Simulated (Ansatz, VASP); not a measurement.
Ga4As3N in VASP and in Ansatz

```
CELL_PARAMETERS angstrom
-2.69214 2.69214 5.38428
2.69214 -2.69214 5.38428
2.69214 2.69214 -5.38428
ATOMIC_POSITIONS crystal
Ga 0.00000 0.50000 0.50000
Ga 0.75000 0.75000 0.00000
Ga 0.50000 0.00000 0.50000
Ga 0.25000 0.25000 0.00000
As 0.25000 0.75000 0.50000
As 0.75000 0.25000 0.50000
As 0.50000 0.50000 0.00000
N 0.00000 0.00000 0.00000
```

Alike in both runs: task single point; functional PBE; k mesh 4 × 4 × 4; occupations gaussian, width 0.1 eV; no spin polarisation.

|  | VASP | Ansatz |
| --- | --- | --- |
| version | VASP 6.6.1 | Ansatz 0.2.0 |
| potentials or method | VASP PAW PBE potentials, release 64 (Ga_d, As, N), cutoff 520 eV | scalar-relativistic, plane waves, PAW |
| valence electrons in the cell | 72 | 102 |

|  | VASP | Ansatz | Ansatz less VASP |
| --- | --- | --- | --- |
| gap on the k mesh at the Fermi level (eV) | none | none | - |
| pressure (GPa) | -6.1 | -6.3 | -0.13 |
| traceless stress, the component that is largest in VASP (GPa) | -0.21 | -0.21 | -0.002 |
| rms of the force components (eV/Å) | 0.257 | 0.255 | -0.0016 |

Atom by atom the forces differ by 0.002 eV/Å (rms over components). A gap of «none» marks a metal or a gap that the smearing closes. VASP's potentials hold 72 valence electrons a cell and Ansatz's 102, so a difference there can come from the potentials and not from the codes.

The k mesh is coarse, so the values compare programs but aren't converged.
